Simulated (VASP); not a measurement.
# Si8H3Cl in VASP: further runs

Si8H3Cl is run at these levels: PBEsol; tasks: single point.

Everything below comes from runs of VASP 6.6.1. Logs are shortened: lines on timing, memory, paths and dates and some standing lists are left out, and cuts for length are marked.

## Step 1: The cell of the first run

The cell holds a slab with vacuum, 24 atoms: a = 7.679 Å, b = 7.679 Å, c = 18.869 Å, α = 90.00°, β = 90.00°, γ = 60.00°.

## Step 2: Single point, PBEsol

Input file INCAR:

```
ALGO = Normal
EDIFF = 1E-6
ENCUT = 520
GGA = PS
ISIF = 2
ISMEAR = -1
LASPH = True
LCHARG = False
LREAL = Auto
LWAVE = False
NBANDS = 60
NELM = 80
PREC = Accurate
SIGMA = 0.02
```

Input file KPOINTS:

```
k-points
0
Gamma
  2 2 1
```

Input file POSCAR:

```
Si8H3Cl
1.0
    7.6791800000      0.0000000000      0.0000000000
    3.8395900000      6.6503650000      0.0000000000
    0.0000000000      0.0000000000     18.8687650000
H Si Cl
6 16 2
Direct
    0.1666668792      0.1666675438      0.0529976392
    0.6666681814      0.1666675438      0.0529976392
    0.1666662146      0.6666701752      0.0529976392
    0.6666675168      0.6666701752      0.0529976392
    0.0002920382      0.5238208730      0.4236472286
    0.4976661703      0.4999575211      0.4227303695
    0.1666668792      0.1666675438      0.1324940981
    0.6666681814      0.1666675438      0.1324940981
    0.1666662146      0.6666701752      0.1324940981
    0.6666675168      0.6666701752      0.1324940981
   -0.1781684712      0.3341470731      0.1791691189
    0.3390836643      0.3236062983      0.1714314636
   -0.1802967327      0.8394727207      0.1797149946
    0.3355771571      0.8354127931      0.1656653204
   -0.1621729680      0.3322374035      0.3089974357
    0.3457518462      0.2984197108      0.2917732030
   -0.1646496267      0.8180753989      0.3067715349
    0.3202900249      0.8043919394      0.2906284540
    0.0050418373     -0.0033381626      0.3412729980
    0.4828709312     -0.0212920644      0.3321468045
   -0.0031266827      0.5004988448      0.3432551097
    0.5007669757      0.4782594640      0.3410928060
    0.4717100406      0.0256677641      0.4447932867
    0.0471432214     -0.0386294587      0.4473265738
```

Potentials or basis: VASP PAW PBE potentials, release 64 (H, Si, Cl).

Launch:

```console
$ cat potpaw_PBE.64/H/POTCAR potpaw_PBE.64/Si/POTCAR potpaw_PBE.64/Cl/POTCAR > POTCAR
$ mpirun -np 1 vasp_std > vasp.out
```

OUTCAR:

```text
EDIFF = 1E-6
   ENCUT = 520
   GGA = PS
   ISIF = 2
   ISMEAR = -1
   LASPH = True
   LREAL = Auto
   NELM = 80
   PREC = Accurate

 ion  position               nearest neighbor table
   1  0.167  0.167  0.053-   7 1.50
   2  0.667  0.167  0.053-   8 1.50
   3  0.167  0.667  0.053-   9 1.50
   4  0.667  0.667  0.053-  10 1.50
   5  0.000  0.524  0.424-  21 1.53
   6  0.498  0.500  0.423-  22 1.55
   7  0.167  0.167  0.132-   1 1.50  14 2.29  12 2.31  11 2.46
   8  0.667  0.167  0.132-   2 1.50  12 2.30  11 2.32  13 2.35
   9  0.167  0.667  0.132-   3 1.50  14 2.33  12 2.40  13 2.47
  10  0.667  0.667  0.132-   4 1.50  14 2.29  13 2.34  11 2.38
  11  0.822  0.334  0.179-   8 2.32  10 2.38  15 2.45   7 2.46
  12  0.339  0.324  0.171-  16 2.28   8 2.30   7 2.31   9 2.40
[... 8 lines left out ...]
  21  0.997  0.500  0.343-   5 1.53  17 2.22  15 2.27  16 2.52
  22  0.501  0.478  0.341-   6 1.55  15 2.33  18 2.37  16 2.42
  23  0.472  0.026  0.445-  20 2.15
  24  0.047  0.961  0.447-  19 2.02

  LATTYP: Found a hexagonal cell.
 ALAT       =     7.6791800344
 C/A-ratio  =     2.4571327818

  Lattice vectors:

 A1 = (  -3.8395900000,  -6.6503650000,   0.0000000000)
 A2 = (   7.6791800000,   0.0000000000,   0.0000000000)
 A3 = (   0.0000000000,   0.0000000000,  18.8687650000)

Analysis of symmetry for initial positions (statically):
=====================================================================
 Subroutine PRICEL returns:
 Original cell was already a primitive cell.

 Routine SETGRP: Setting up the symmetry group for a
 hexagonal supercell.

 Subroutine GETGRP returns: Found  1 space group operations
 (whereof  1 operations were pure point group operations)
 out of a pool of 24 trial point group operations.

The static configuration has the point symmetry C_1 .

Analysis of symmetry for dynamics (positions and initial velocities):
=====================================================================
 Subroutine PRICEL returns:
 Original cell was already a primitive cell.

 Routine SETGRP: Setting up the symmetry group for a
 hexagonal supercell.

 Subroutine GETGRP returns: Found  1 space group operations
 (whereof  1 operations were pure point group operations)
 out of a pool of 24 trial point group operations.

The dynamic configuration has the point symmetry C_1 .

 Subroutine INISYM returns: Found  1 space group operations
 (whereof  1 operations are pure point group operations),
 and found     1 'primitive' translations

----------------------------------------------------------------------------------------

                                     Primitive cell

  volume of cell :     963.6156

  direct lattice vectors                    reciprocal lattice vectors
     7.679180000  0.000000000  0.000000000     0.130222237 -0.075183843  0.000000000
     3.839590000  6.650365000  0.000000000     0.000000000  0.150367687  0.000000000
     0.000000000  0.000000000 18.868765000     0.000000000  0.000000000  0.052997639

  length of vectors
     7.679180000  7.679180034 18.868765000     0.150367687  0.150367687  0.052997639

  position of ions in fractional coordinates (direct lattice)
     0.166666879  0.166667544  0.052997639
     0.666668181  0.166667544  0.052997639
     0.166666215  0.666670175  0.052997639
     0.666667517  0.666670175  0.052997639
     0.000292038  0.523820873  0.423647229
     0.497666170  0.499957521  0.422730370
[... 16 lines left out ...]
     0.471710041  0.025667764  0.444793287
     0.047143221  0.961370541  0.447326574

  ion indices of the primitive-cell ions
   primitive index   ion index
                 1           1
                 2           2
                 3           3
                 4           4
                 5           5
                 6           6
[... 16 lines left out ...]
                23          23
                24          24

----------------------------------------------------------------------------------------

 KPOINTS: k-points

Automatic generation of k-mesh.
 Grid dimensions read from file:
 generate k-points for:    2    2    1

 Generating k-lattice:

  Cartesian coordinates                     Fractional coordinates (reciprocal lattice)
     0.065111119 -0.037591922  0.000000000     0.500000000  0.000000000  0.000000000
     0.000000000  0.075183843  0.000000000     0.000000000  0.500000000  0.000000000
     0.000000000  0.000000000  0.052997639     0.000000000  0.000000000  1.000000000

  Length of vectors
     0.075183844  0.075183843  0.052997639

  Shift w.r.t. Gamma in fractional coordinates (k-lattice)
     0.000000000  0.000000000  0.000000000

 Subroutine IBZKPT returns following result:
 ===========================================

 Found      4 irreducible k-points:

 Following reciprocal coordinates:
            Coordinates               Weight
  0.000000  0.000000  0.000000      1.000000
  0.500000 -0.000000  0.000000      1.000000
  0.500000  0.500000  0.000000      1.000000
  0.000000  0.500000  0.000000      1.000000
   k-points           NKPTS =      4   k-points in BZ     NKDIM =      4   number of bands    NBANDS=     60
   number of dos      NEDOS =    301   number of ions     NIONS =     24
   total plane-waves  NPLWV = 504000
   dimension x,y,z NGX =    60 NGY =   60 NGZ =  140
   dimension x,y,z NGXF=   120 NGYF=  120 NGZF=  280
   ions per type =               6  16   2
   NGX,Y,Z   is equivalent  to a cutoff of  12.99, 12.99, 12.33 a.u.
   NGXF,Y,Z  is equivalent  to a cutoff of  25.98, 25.98, 24.67 a.u.
 SYSTEM =  unknown system
   PREC   = accura    normal or accurate (medium, high low for compatibility)
   ISTART =      0    job   : 0-new  1-cont  2-samecut
   ICHARG =      2    charge: 1-file 2-atom 10-const
   ISPIN  =      1    spin polarized calculation?
   LNONCOLLINEAR =      F non collinear calculations
   LSORBIT =      F    spin-orbit coupling
   LASPH  =      T    aspherical Exc in radial PAW
   ENCUT  =  520.0 eV  38.22 Ry    6.18 a.u.  14.28 14.28 35.08*2*pi/ulx,y,z
   NELM   =     80;   NELMIN=  2; NELMDL= -5     # of ELM steps
   EDIFF  = 0.1E-05   stopping-criterion for ELM
   LREAL  =      T    real-space projection
   EDIFFG = 0.1E-04   stopping-criterion for IOM
   NSW    =      0    number of steps for IOM
   IBRION =     -1    ionic relax: 0-MD 1-quasi-New 2-CG
   NFREE  =      0    steps in history (QN), initial steepest desc. (CG)
   ISIF   =      2    stress and relaxation
   ISYM   =      2    0-nonsym 1-usesym 2-fastsym
   POTIM  = 0.5000    time-step for ionic-motion
   TEBEG  =    0.0;   TEEND  =   0.0 temperature during run
   PSTRESS=    0.0 pullay stress
   NELECT =      84.0000    total number of electrons
   NUPDOWN=      -1.0000    fix difference up-down
   EMIN   =  10.00;   EMAX   =-10.00  energy-range for DOS
   EFERMI =   0.00;   METHOD = LEGACY
   ISMEAR =    -1;   SIGMA  =   0.02  broadening in eV -4-tet -1-fermi 0-gaus
   EFERMI_NEDOS =   21; number of points for ismear=-14 and -15
   IALGO  =     38    algorithm
   IMIX   =      4    mixing-type and parameters
     AMIX     =   0.40;   BMIX     =  1.00
     AMIX_MAG =   1.60;   BMIX_MAG =  1.00
  volume/ion in A,a.u.               =      40.15       270.95
  Fermi-wavevector in a.u.,A,eV,Ry     =   0.725883  1.371720  7.168994  0.526906
  Thomas-Fermi vector in A             =   1.816717
   LORBIT       =      0    0 simple, 1 ext, 2 COOP (PROOUT), +10 PAW based schemes
   GGA     = PS    functional components
   LHFCALC =     F    Hartree Fock is set to
   AEXX    =    0.0000 exact exchange contribution
   IVDW    =     0    specifies the selected vdW correction
   LEPSILON=     F    determine dielectric tensor
   LRPA    =     F    only Hartree local field effects (RPA)
 non-spin polarized calculation
  energy-cutoff  :      520.00
  volume of cell :      963.62
 maximum number of plane-waves:     25966
 NGX is ok and might be reduce to    60
   NGX = 29   NGY = 29   NGZ = 71

 number of electron      84.0000002 magnetization

 Free energy of the ion-electron system (eV)
  ---------------------------------------------------
  ext. energy  EPLUGINS =         0.00000000
  ---------------------------------------------------
  free energy    TOTEN  =      -115.75001454 eV

  energy without entropy =     -115.75001454  energy(sigma->0) =     -115.75001454

 E-fermi :  -0.4817     XC(G=0):  -4.5142

 val. band max:       -0.9211802734   @ k =   0.0000   0.0000   0.0000
 cond. band min:      -0.0508080691   @ k =   0.0000   0.0000   0.0000
 fundamental gap:      0.8703722043
 Fermi energy:        -0.4817373853

 k-point     1 :       0.0000    0.0000    0.0000
  band No.  band energies     occupation
      1     -17.0626      2.00000
      2     -16.3438      2.00000
      3     -12.3734      2.00000
      4     -11.2836      2.00000
      5     -10.3008      2.00000
      6     -10.2510      2.00000
[... 46 lines left out ...]
     53       1.3337      0.00000
     54       2.0723      0.00000

 k-point     2 :       0.5000   -0.0000    0.0000
  band No.  band energies     occupation
      1     -17.0575      2.00000
      2     -16.3498      2.00000
      3     -11.7648      2.00000
      4     -11.6195      2.00000
      5     -10.6597      2.00000
      6     -10.5522      2.00000
[... 46 lines left out ...]
     53       2.6911      0.00000
     54       2.7492      0.00000

 k-point     3 :       0.5000    0.5000    0.0000
  band No.  band energies     occupation
      1     -17.0575      2.00000
      2     -16.3499      2.00000
      3     -11.7192      2.00000
      4     -11.6345      2.00000
      5     -10.7592      2.00000
      6     -10.5992      2.00000
[... 46 lines left out ...]
     53       2.5102      0.00000
     54       2.6680      0.00000

 k-point     4 :       0.0000    0.5000    0.0000
  band No.  band energies     occupation
      1     -17.0617      2.00000
      2     -16.3432      2.00000
      3     -11.7151      2.00000
      4     -11.6553      2.00000
      5     -10.7178      2.00000
      6     -10.5959      2.00000
[... 46 lines left out ...]
     53       2.4986      0.00000
     54       2.6781      0.00000
 [bands above 54 left out]

------------------------ aborting loop because EDIFF is reached ----------------------------------------

  FORCE on cell =-STRESS in cart. coord.  units (eV):
  Direction    XX          YY          ZZ          XY          YZ          ZX
  --------------------------------------------------------------------------------------
  -------------------------------------------------------------------------------------
  Total        0.9955416      4.4830638     -3.4796598      1.0366709     -2.1058178      0.5821357
  in kB        1.6552598      7.4538680     -5.7855354      1.7236445     -3.5012859      0.9679012
  external PRESSURE =       1.1078641 kB  Pullay stress =       0.0000000 kB

 VOLUME and BASIS-vectors are now :
 -----------------------------------------------------------------------------
  energy-cutoff  :      520.00
  volume of cell :      963.62
      direct lattice vectors                 reciprocal lattice vectors
     7.679180000  0.000000000  0.000000000     0.130222237 -0.075183843  0.000000000
     3.839590000  6.650365000  0.000000000     0.000000000  0.150367687  0.000000000
     0.000000000  0.000000000 18.868765000     0.000000000  0.000000000  0.052997639

 POSITION                                       TOTAL-FORCE (eV/Angst)
 -----------------------------------------------------------------------------------
      1.91980      1.10840      1.00000        -0.083881      0.052260     -0.127614
      5.75940      1.10840      1.00000         0.121197     -0.059786     -0.071243
      3.83960      4.43360      1.00000        -0.183693     -0.061307     -0.147626
      7.67920      4.43360      1.00000         0.125948     -0.098101     -0.100313
      2.01350      3.48360      7.99370        -0.013949     -0.286859     -0.349435
      5.74130      3.32490      7.97640        -0.272599     -0.037896     -0.653855
[... 16 lines left out ...]
      3.72090      0.17070      8.39270        -0.108332     -0.138200     -0.630186
      4.05329      6.39346      8.44050         0.033844     -0.024247      0.895245
 -----------------------------------------------------------------------------------
    total drift:                                0.000941      0.001372     -0.001204

  FREE ENERGIE OF THE ION-ELECTRON SYSTEM (eV)
  ---------------------------------------------------
  free  energy   TOTEN  =      -115.7500145396 eV

  energy  without entropy=     -115.7500145395  energy(sigma->0) =     -115.75001454
```

Wall time 4.8 min (1 thread of AMD EPYC 9R45 (Zen 5), shared host); peak memory 0.96 GiB.

Results:

* Free energy: -115.7500 eV
* Largest force: 2.162 eV/Å
* Band gap on the k mesh: 0.87 eV

Forces on the atoms (eV/Å):
```
H   -0.084  0.052 -0.128
H    0.121 -0.060 -0.071
H   -0.184 -0.061 -0.148
H    0.126 -0.098 -0.100
H   -0.014 -0.287 -0.349
H   -0.273 -0.038 -0.654
Si  -0.782  0.596  0.192
Si  -0.087 -0.377  0.332
Si  -0.638  0.039  0.420
Si   0.245 -0.342  0.332
Si   1.095 -0.026  0.052
Si  -0.102  0.910 -0.536
Si   0.974 -0.575 -0.332
Si  -0.603 -0.440  0.747
Si  -0.761  0.015 -1.141
Si  -0.289  1.717  1.151
Si  -0.295  1.858 -1.065
Si   0.836  0.172  0.046
Si  -0.804 -0.582 -0.775
Si   0.508 -0.850  0.979
Si   1.427 -1.368  0.464
Si  -0.343 -0.094  0.319
Cl  -0.108 -0.138 -0.630
Cl   0.034 -0.024  0.895
```

Caveat: the k points lie up to 0.47 Å⁻¹ apart; the PAW data sets were made with another functional, which shifts forces and pressure a little.

## Step 3: Single point, PBEsol

Input file INCAR:

```
SYSTEM = Si8H3Cl
PREC     = Accurate       ! precision mode
ENCUT    = 520            ! plane-wave cutoff, eV
EDIFF    = 1E-6           ! SCF threshold, eV
ISMEAR   = -1             ! smearing method
SIGMA    = 0.02           ! smearing width, eV
LREAL    = Auto         
LASPH    = .TRUE.         ! aspherical terms in the spheres
NELM     = 100            ! most SCF steps
ALGO     = Normal         ! electronic algorithm
ISIF     = 2              ! what is computed and relaxed
LWAVE    = .FALSE.        ! write WAVECAR
LCHARG   = .FALSE.        ! write CHGCAR
GGA      = PS             ! functional
NBANDS   = 60             ! bands
```

Input file KPOINTS:

```
regular mesh
0
G
  2 2 1
  0 0 0
```

Input file POSCAR:

```
Si8H3Cl
1.0
    7.6791800000      0.0000000000      0.0000000000
    3.8395900000      6.6503650000      0.0000000000
    0.0000000000      0.0000000000     18.8687650000
H Si Cl
6 16 2
Direct
    0.1666668792      0.1666675438      0.0529976392
    0.6666681814      0.1666675438      0.0529976392
    0.1666662146      0.6666701752      0.0529976392
    0.6666675168      0.6666701752      0.0529976392
    0.0988382001      0.4020230469      0.4226879714
    0.4776113901      0.5461354377      0.4188668416
    0.1666668792      0.1666675438      0.1324940981
    0.6666681814      0.1666675438      0.1324940981
    0.1666662146      0.6666701752      0.1324940981
    0.6666675168      0.6666701752      0.1324940981
   -0.1860119254      0.3207944226      0.1758355674
    0.3342210620      0.3366131032      0.1719826390
   -0.1666254123      0.8395027942      0.1808226453
    0.3399411052      0.8394727207      0.1679866170
   -0.1749653502      0.3269594977      0.3042117489
    0.3242773779      0.3141782444      0.2925575680
   -0.1667941718      0.8448408471      0.2993359661
    0.3374397849      0.7881672660      0.2906920511
    0.0066595943     -0.0304043462      0.3354803560
    0.5077797926     -0.0073529799      0.3379765448
    0.0304741569      0.4747859704      0.3392590877
    0.4767055195      0.4888002388      0.3419884661
    0.4939609275      0.0028870596      0.4441997131
    0.0724336920     -0.0475913728      0.4488794047
```

Potentials or basis: VASP PAW PBE potentials, release 64 (H, Si, Cl).

Launch:

```console
$ cat potpaw_PBE.64/H/POTCAR potpaw_PBE.64/Si/POTCAR potpaw_PBE.64/Cl/POTCAR > POTCAR
$ mpirun -np 1 vasp_std > vasp.out
```

Wall time 5.2 min (1 thread of AMD EPYC 9R45 (Zen 5), shared host); peak memory 0.96 GiB.

The run converged. Its results:

```
Free energy            : -114.1797 eV
Largest force          : 4.386 eV/Å
Band gap on the k mesh : 0.82 eV
```

Forces in eV/Å, atoms in the order of the input:
```
H   -0.025  0.007 -0.121
H    0.030 -0.123 -0.083
H   -0.262 -0.048 -0.120
H    0.228  0.007 -0.106
H   -0.405  0.885 -1.527
H   -0.391 -0.294 -0.097
Si  -0.718  0.893  0.370
Si  -1.639 -0.960 -0.430
Si   0.343  0.742  0.290
Si   0.565 -0.665  0.577
Si   2.988  1.532  0.723
Si  -0.257 -0.306 -0.514
Si  -0.156 -0.621 -2.028
Si  -0.992 -0.848  0.436
Si   0.124 -0.359 -0.126
Si   2.070 -0.653 -0.290
Si  -2.266 -2.824  0.718
Si   1.211  2.503 -0.235
Si   3.381  2.206  1.715
Si  -1.790 -1.026 -1.262
Si  -2.639  1.135  1.904
Si   1.000 -1.309  0.211
Cl   0.200  0.111  1.097
Cl  -0.602  0.015 -1.101
```

Levels at points of the mesh, in eV from the valence-band top:
```tsv
k point	band 39	band 40	band 41	band 42	band 43	band 44	band 45	band 46
(0.00, 0.00, 0.00)	-0.79	-0.73	-0.20	0.00	0.82	0.96	1.08	1.41
(0.50, 0.00, 0.00)	-1.72	-1.66	-0.80	-0.71	1.37	1.48	2.02	2.20
(0.50, 0.50, 0.00)	-1.56	-1.52	-1.12	-0.75	1.31	1.40	2.05	2.10
(0.00, 0.50, 0.00)	-1.73	-1.66	-0.93	-0.75	1.27	1.44	2.04	2.10
```

Caveat: the k points lie up to 0.47 Å⁻¹ apart; the atoms stand as in a frame of molecular dynamics; the PAW data sets were made with another functional, which shifts forces and pressure a little.
